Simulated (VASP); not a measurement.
Here is a VASP 6.6.1 calculation.

INCAR

```
PREC = Accurate ; ENCUT = 520
EDIFF = 1E-7 ; ISMEAR = 0
SIGMA = 0.1 ; LREAL = False
LASPH = True ; NELM = 100
ALGO = Normal ; ISIF = 2
LWAVE = False ; LCHARG = False
GGA = PE ; NBANDS = 58
```

Contents of KPOINTS:

```
Automatic mesh
0
Gamma
  4 4 4
```

The input POSCAR:

```
Cd
1.0
   -4.0012778329      4.0012778329      4.0012778329
    4.0012778329     -4.0012778329      4.0012778329
    4.0012778329      4.0012778329     -4.0012778329
Cd
8
Direct
    0.2230226931      0.2230226931      0.2230226931
    0.5000000000      0.0000000000      0.2769773069
    0.2769773069      0.5000000000      0.0000000000
    0.0000000000      0.2769773069      0.5000000000
    0.7769773069      0.7769773069      0.7769773069
    0.5000000000      0.0000000000      0.7230226931
    0.7230226931      0.5000000000      0.0000000000
    0.0000000000      0.7230226931      0.5000000000
```

Potentials or basis: VASP PAW PBE potentials, release 64 (Cd).

Launch:

```console
$ cat potpaw_PBE.64/Cd/POTCAR > POTCAR
$ mpirun -np 1 vasp_std > vasp.out
```

(1) What does it give for the band gap on the k mesh?

(2) What does it give for the pressure?

Answers

(1) zero (band 48 reaches 1.71 eV, above the bottom of band 49 at 0.29 eV).

(2) 0.2 GPa.
